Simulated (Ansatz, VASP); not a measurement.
**Two plane-wave programs on Si**

```
Si
1.0
    -1.63820    1.73674    3.09346
     1.63820   -1.73674    3.09346
     1.63820    1.73674   -3.09346
Si
2
Direct
  0.30865 0.80865 0.50000
  0.69135 0.19135 0.50000
```

Alike in both runs: functional PBE; k mesh 24 × 24 × 24; occupations gaussian, width 0.1 eV; no spin polarisation.

Ansatz relaxed the structure, and its values are those at the end. VASP's run is a single point on that final structure, the one shown.

|  | VASP | Ansatz |
| --- | --- | --- |
| version | VASP 6.6.1 | Ansatz 0.2.0 |
| potentials or method | VASP PAW PBE potentials, release 64 (Si), cutoff 520 eV | scalar-relativistic, plane waves, PAW |
| valence electrons in the cell | 8 | 8 |

|  | VASP | Ansatz | Ansatz less VASP |
| --- | --- | --- | --- |
| gap on the k mesh at the Fermi level (eV) | none | none | - |
| pressure (GPa) | 0.0 | 0.0 | +0.06 |
| rms of the force components (eV/Å) | 0.003 | 0.000 | -0.0030 |

A gap of «none» marks a metal or a gap that the smearing closes.
